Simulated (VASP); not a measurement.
# InGaAs2 (P-4m2) in VASP: further runs, part 2 of 2

VASP 6.6.1. Earlier steps stand in the parts before.

### 5 Single point, r2SCAN

This run uses another cell than the first one, of 24.70 Å³/atom.

POSCAR

```
InGaAs2
1.0
    4.0286837021      0.0000000000      0.0000000000
    0.0000000000      4.0286837021      0.0000000000
    0.0000000000      0.0000000000      6.0879296246
In Ga As
1 1 2
Direct
    0.0000000000      0.0000000000      0.5000000000
    0.5000000000      0.5000000000      0.0000000000
    0.5000000000      0.0000000000      0.7701429679
    0.0000000000      0.5000000000      0.2298570321
```

INCAR.step1

```
SYSTEM = InGaAs2
PREC     = Accurate       ! precision mode
ENCUT    = 520            ! plane-wave cutoff, eV
ISMEAR   = 0              ! smearing method
SIGMA    = 0.01           ! smearing width, eV
LREAL    = .False.        ! projectors in reciprocal space
LASPH    = .True.         ! aspherical terms in the spheres
NELM     = 100            ! most SCF steps
NBANDS   = 26             ! bands
GGA      = PE             ! functional
ALGO     = Normal         ! electronic algorithm
EDIFF    = 1E-4           ! SCF threshold, eV
LWAVE    = .True.         ! write WAVECAR
LCHARG   = .False.        ! write CHGCAR
```

INCAR.step2

```
SYSTEM = InGaAs2
PREC     = Accurate       ! precision mode
ENCUT    = 520            ! plane-wave cutoff, eV
EDIFF    = 1E-7           ! SCF threshold, eV
ISMEAR   = 0              ! smearing method
SIGMA    = 0.01           ! smearing width, eV
LREAL    = .False.        ! projectors in reciprocal space
LASPH    = .True.         ! aspherical terms in the spheres
NELM     = 100            ! most SCF steps
ALGO     = Normal         ! electronic algorithm
ISIF     = 2              ! what is computed and relaxed
LWAVE    = .False.        ! write WAVECAR
LCHARG   = .False.        ! write CHGCAR
METAGGA  = R2SCAN         ! meta-GGA
LMIXTAU  = .True.       
NBANDS   = 26             ! bands
ISTART   = 1
```

KPOINTS

```
regular mesh
0
Gamma
  8 8 6
  0 0 0
```

Potentials or basis: VASP PAW PBE potentials, release 64 (In_d, Ga_d, As).

Run with:

```bash
cat potpaw_PBE.64/In_d/POTCAR potpaw_PBE.64/Ga_d/POTCAR potpaw_PBE.64/As/POTCAR > POTCAR
cp INCAR.step1 INCAR
mpirun -np 1 vasp_std > vasp.out
cp INCAR.step2 INCAR
mpirun -np 1 vasp_std > vasp.out
```

OUTCAR:

```text
SYSTEM = InGaAs2
   PREC = Accurate
   ENCUT = 520
   EDIFF = 1E-7
   ISMEAR = 0
   LREAL = .False.
   LASPH = .True.
   NELM = 100
   ISIF = 2
   METAGGA = R2SCAN
   ISTART = 1

 ion  position               nearest neighbor table
   1  0.000  0.000  0.500-   3 2.60   4 2.60   4 2.60   3 2.60
   2  0.500  0.500  0.000-   3 2.45   4 2.45   3 2.45   4 2.45
   3  0.500  0.000  0.770-   2 2.45   2 2.45   1 2.60   1 2.60
   4  0.000  0.500  0.230-   2 2.45   2 2.45   1 2.60   1 2.60

  LATTYP: Found a simple tetragonal cell.
 ALAT       =     4.0286837021
[... 895 lines left out ...]
  Direction    XX          YY          ZZ          XY          YZ          ZX
  --------------------------------------------------------------------------------------
  -------------------------------------------------------------------------------------
  Total        2.0151365      2.0151365      0.0306984      0.0000000      0.0000000      0.0000000
  in kB       32.6752626     32.6752626      0.4977717      0.0000000      0.0000000      0.0000000
  external PRESSURE =      21.9494323 kB  Pullay stress =       0.0000000 kB

 VOLUME and BASIS-vectors are now :
 -----------------------------------------------------------------------------
  energy-cutoff  :      520.00
  volume of cell :       98.81
      direct lattice vectors                 reciprocal lattice vectors
     4.028683702  0.000000000  0.000000000     0.248220033  0.000000000  0.000000000
     0.000000000  4.028683702  0.000000000     0.000000000  0.248220033  0.000000000
     0.000000000  0.000000000  6.087929625     0.000000000  0.000000000  0.164259455

 POSITION                                       TOTAL-FORCE (eV/Angst)
 -----------------------------------------------------------------------------------
      0.00000      0.00000      3.04396        -0.000000      0.000000      0.000000
      2.01434      2.01434      0.00000         0.000000     -0.000000      0.000000
      2.01434      0.00000      4.68858         0.000000      0.000000     -0.006164
      0.00000      2.01434      1.39935         0.000000      0.000000      0.006164
 -----------------------------------------------------------------------------------
    total drift:                                0.000000      0.000000      0.000000

  FREE ENERGIE OF THE ION-ELECTRON SYSTEM (eV)
  ---------------------------------------------------
  free  energy   TOTEN  =       -64.9595770781 eV

  energy  without entropy=      -64.9595770781  energy(sigma->0) =      -64.95957708
```

OUTCAR.step1:

```text
SYSTEM = InGaAs2
   PREC = Accurate
   ENCUT = 520
   ISMEAR = 0
   LREAL = .False.
   LASPH = .True.
   NELM = 100
[... 925 lines left out ...]
      2.01434      2.01434      0.00000         0.000000     -0.000000      0.000000
      2.01434      0.00000      4.68858         0.000000      0.000000     -0.018551
      0.00000      2.01434      1.39935         0.000000      0.000000      0.018551
 -----------------------------------------------------------------------------------
    total drift:                                0.000000      0.000000      0.000000

  FREE ENERGIE OF THE ION-ELECTRON SYSTEM (eV)
  ---------------------------------------------------
  free  energy   TOTEN  =       -15.7730098051 eV

  energy  without entropy=      -15.7729804202  energy(sigma->0) =      -15.77299511
```

OSZICAR.step1:

```text
N       E                     dE             d eps       ncg     rms          rms(c)
DAV:   1     0.277950212977E+03    0.27795E+03   -0.16957E+04  3144   0.175E+03
DAV:   2     0.165113107970E+02   -0.26144E+03   -0.25232E+03  3242   0.412E+02
DAV:   3    -0.150881460048E+02   -0.31599E+02   -0.31086E+02  3994   0.136E+02
DAV:   4    -0.161964079926E+02   -0.11083E+01   -0.11053E+01  3606   0.264E+01
DAV:   5    -0.162305352907E+02   -0.34127E-01   -0.34118E-01  4480   0.462E+00    0.572E+00
DAV:   6    -0.158135401478E+02    0.41700E+00   -0.67713E-01  4336   0.117E+01    0.320E+00
DAV:   7    -0.157717973518E+02    0.41743E-01   -0.34851E-01  4796   0.380E+00    0.860E-01
DAV:   8    -0.157717936172E+02    0.37346E-05   -0.41752E-02  3968   0.240E+00    0.381E-01
DAV:   9    -0.157726501139E+02   -0.85650E-03   -0.46129E-03  4088   0.988E-01    0.167E-01
DAV:  10    -0.157729042589E+02   -0.25414E-03   -0.62044E-04  3556   0.183E-01    0.927E-02
DAV:  11    -0.157730096985E+02   -0.10544E-03   -0.28477E-04  2908   0.148E-01    0.625E-02
DAV:  12    -0.157730098051E+02   -0.10662E-06   -0.34086E-05  2090   0.547E-02
   1 F= -.15773010E+02 E0= -.15772995E+02  d E =-.293849E-04
```

Wall time 3.8 min (1 thread of Intel Xeon 6975P-C (Granite Rapids), shared host); peak memory 0.32 GiB.

What came out:

* Free energy: -64.9596 eV
* Pressure: 2.2 GPa
* Largest force: 0.006 eV/Å
* Band gap on the k mesh: 0.37 eV

Forces in eV/Å, atoms in the order of the input:
```
In   0.000  0.000  0.000
Ga   0.000  0.000  0.000
As   0.000  0.000 -0.006
As   0.000  0.000  0.006
```

Stress tensor (GPa, compression positive):
```
3.27 0.00 0.00
0.00 3.27 0.00
0.00 0.00 0.05
```

Levels at points of the mesh, in eV from the valence-band top:
```csv
k point,band 16,band 17,band 18,band 19,band 20,band 21
"(0.00, 0.00, 0.00)",-0.51,0.00,0.00,0.37,1.90,2.40
"(0.50, 0.00, 0.00)",-3.43,-1.44,-0.76,2.61,3.72,5.06
"(0.50, 0.50, 0.00)",-2.89,-2.89,-2.72,1.48,1.48,1.61
"(0.00, 0.00, 0.50)",-1.96,-1.22,-1.22,2.36,2.41,3.15
"(0.50, 0.00, 0.50)",-1.52,-1.41,-0.68,0.88,1.30,4.30
"(0.50, 0.50, 0.50)",-3.54,-3.39,-3.39,4.19,4.29,4.32
```

Caveat: semilocal functionals underestimate gaps, and a narrow one can read as zero; the PAW data sets were made with another functional, which shifts forces and pressure a little; spin-orbit coupling is left out, which moves the levels of the heavy elements.

### 6 Single point, r2SCAN (biaxial strain in the a-b plane: -2.0 %)

POSCAR

```
InGaAs2
1.0
    4.0702165238      0.0000000000      0.0000000000
    0.0000000000      4.0702165238      0.0000000000
    0.0000000000      0.0000000000      5.9933702610
In Ga As
1 1 2
Direct
    0.0000000000      0.0000000000      0.5000000000
    0.5000000000      0.5000000000      0.0000000000
    0.5000000000      0.0000000000      0.7699369558
    0.0000000000      0.5000000000      0.2300630442
```

INCAR.step1

```
PREC = Accurate
ENCUT = 520
ISMEAR = 0
SIGMA = 0.01
LREAL = F
LASPH = T
NELM = 100
NBANDS = 26
GGA = PE
ALGO = Normal
EDIFF = 1E-4
LWAVE = T
LCHARG = F
```

INCAR.step2

```
PREC = Accurate
ENCUT = 520
EDIFF = 1E-6
ISMEAR = 0
SIGMA = 0.01
LREAL = F
LASPH = T
NELM = 100
ALGO = Normal
ISIF = 2
LWAVE = F
LCHARG = F
METAGGA = R2SCAN
LMIXTAU = T
NBANDS = 26
ISTART = 1
```

KPOINTS

```
regular mesh
0
Gamma
  8 8 6
```

Potentials or basis: VASP PAW PBE potentials, release 64 (In_d, Ga_d, As).

Run with:

```bash
cat potpaw_PBE.64/In_d/POTCAR potpaw_PBE.64/Ga_d/POTCAR potpaw_PBE.64/As/POTCAR > POTCAR
cp INCAR.step1 INCAR
mpirun -np 1 vasp_std > vasp.out
cp INCAR.step2 INCAR
mpirun -np 1 vasp_std > vasp.out
```

OUTCAR:

```text
PREC = Accurate
   ENCUT = 520
   EDIFF = 1E-6
   ISMEAR = 0
   LREAL = F
   LASPH = T
   NELM = 100
   ISIF = 2
   METAGGA = R2SCAN
   ISTART = 1

 ion  position               nearest neighbor table
   1  0.000  0.000  0.500-   3 2.60   4 2.60   4 2.60   3 2.60
   2  0.500  0.500  0.000-   3 2.46   4 2.46   3 2.46   4 2.46
   3  0.500  0.000  0.770-   2 2.46   2 2.46   1 2.60   1 2.60
   4  0.000  0.500  0.230-   2 2.46   2 2.46   1 2.60   1 2.60

  LATTYP: Found a simple tetragonal cell.
[... 895 lines left out ...]
  Direction    XX          YY          ZZ          XY          YZ          ZX
  --------------------------------------------------------------------------------------
  -------------------------------------------------------------------------------------
  Total        1.5425731      1.5425731      0.4792440      0.0000000      0.0000000      0.0000000
  in kB       24.8914496     24.8914496      7.7332331      0.0000000      0.0000000      0.0000000
  external PRESSURE =      19.1720441 kB  Pullay stress =       0.0000000 kB

 VOLUME and BASIS-vectors are now :
 -----------------------------------------------------------------------------
  energy-cutoff  :      520.00
  volume of cell :       99.29
      direct lattice vectors                 reciprocal lattice vectors
     4.070216524  0.000000000  0.000000000     0.245687175  0.000000000  0.000000000
     0.000000000  4.070216524  0.000000000     0.000000000  0.245687175  0.000000000
     0.000000000  0.000000000  5.993370261     0.000000000  0.000000000  0.166851030

 POSITION                                       TOTAL-FORCE (eV/Angst)
 -----------------------------------------------------------------------------------
      0.00000      0.00000      2.99669         0.000000     -0.000000      0.000000
      2.03511      2.03511      0.00000         0.000000      0.000000      0.000000
      2.03511      0.00000      4.61452        -0.000000     -0.000000      0.012905
      0.00000      2.03511      1.37885         0.000000     -0.000000     -0.012905
 -----------------------------------------------------------------------------------
    total drift:                                0.000000      0.000000      0.000000

  FREE ENERGIE OF THE ION-ELECTRON SYSTEM (eV)
  ---------------------------------------------------
  free  energy   TOTEN  =       -64.9920391250 eV

  energy  without entropy=      -64.9920391250  energy(sigma->0) =      -64.99203912
```

OUTCAR.step1:

```text
PREC = Accurate
   ENCUT = 520
   ISMEAR = 0
   LREAL = F
[... 925 lines left out ...]
      0.00000      0.00000      2.99669         0.000000     -0.000000     -0.000000
      2.03511      2.03511      0.00000        -0.000000      0.000000     -0.000000
      2.03511      0.00000      4.61452         0.000000     -0.000000      0.002737
      0.00000      2.03511      1.37885         0.000000     -0.000000     -0.002737
 -----------------------------------------------------------------------------------
    total drift:                                0.000000      0.000000     -0.000000

  FREE ENERGIE OF THE ION-ELECTRON SYSTEM (eV)
  ---------------------------------------------------
  free  energy   TOTEN  =       -15.8094624343 eV

  energy  without entropy=      -15.8094330494  energy(sigma->0) =      -15.80944774
```

OSZICAR.step1:

```text
N       E                     dE             d eps       ncg     rms          rms(c)
DAV:   1     0.277651234134E+03    0.27765E+03   -0.16943E+04  3134   0.176E+03
DAV:   2     0.158792461671E+02   -0.26177E+03   -0.25251E+03  3280   0.411E+02
DAV:   3    -0.151198481721E+02   -0.30999E+02   -0.30542E+02  3918   0.135E+02
DAV:   4    -0.162258554526E+02   -0.11060E+01   -0.11031E+01  3636   0.264E+01
DAV:   5    -0.162603629426E+02   -0.34507E-01   -0.34496E-01  4446   0.462E+00    0.568E+00
DAV:   6    -0.158493074928E+02    0.41106E+00   -0.66837E-01  4366   0.116E+01    0.318E+00
DAV:   7    -0.158082660011E+02    0.41041E-01   -0.34739E-01  4816   0.378E+00    0.866E-01
DAV:   8    -0.158083589739E+02   -0.92973E-04   -0.42936E-02  4010   0.245E+00    0.364E-01
DAV:   9    -0.158090912626E+02   -0.73229E-03   -0.48940E-03  4116   0.107E+00    0.163E-01
DAV:  10    -0.158093503538E+02   -0.25909E-03   -0.69494E-04  3468   0.204E-01    0.919E-02
DAV:  11    -0.158094631808E+02   -0.11283E-03   -0.29278E-04  2910   0.141E-01    0.618E-02
DAV:  12    -0.158094624343E+02    0.74648E-06   -0.37604E-05  2084   0.631E-02
   1 F= -.15809462E+02 E0= -.15809448E+02  d E =-.293849E-04
```

It took 4 min on 1 thread of Intel Xeon 6975P-C (Granite Rapids), shared host; peak memory 0.32 GiB.

What came out:

- Free energy: -64.9920 eV
- Pressure: 1.9 GPa
- Largest force: 0.013 eV/Å
- Band gap on the k mesh: 0.40 eV

Forces on the atoms (eV/Å):
```
In   0.000  0.000  0.000
Ga   0.000  0.000  0.000
As   0.000  0.000  0.013
As   0.000  0.000 -0.013
```

Caveat: the cell differs from its parent crystal (biaxial strain in the a-b plane: -2.0 %); semilocal functionals underestimate gaps, and a narrow one can read as zero; the PAW data sets were made with another functional, which shifts forces and pressure a little; spin-orbit coupling is left out, which moves the levels of the heavy elements.

### 7 The runs side by side

| cell | smearing | gap on the mesh (eV) | pressure (GPa) | largest force (eV/Å) |
| --- | --- | --- | --- | --- |
| a = 4.153, b = 4.153, c = 5.922 Å, 4 atoms, atomic positions A | gaussian 0.03 eV | 0.28 | 0.0 | - |
| a = 4.029, b = 4.029, c = 6.029 Å, 4 atoms, atomic positions A | gaussian 0.01 eV | 0.46 | 3.0 | 0.02 |
| a = 4.029, b = 4.029, c = 6.088 Å, 4 atoms, atomic positions B | gaussian 0.01 eV | 0.37 | 2.2 | 0.01 |
| a = 4.070, b = 4.070, c = 5.993 Å, 4 atoms, atomic positions A | gaussian 0.01 eV | 0.40 | 1.9 | 0.01 |

Alike in all rows: task single point; level r2SCAN; potentials or basis VASP PAW PBE potentials, release 64 (In_d, Ga_d, As); no spin polarisation; k mesh 8 × 8 × 6; cutoff (eV) 520.

Caveats: semilocal functionals underestimate gaps, and a narrow one can read as zero; the PAW data sets were made with another functional, which shifts forces and pressure a little; spin-orbit coupling is left out, which moves the levels of the heavy elements.

Absolute energies hang on the potentials; compare differences alone.
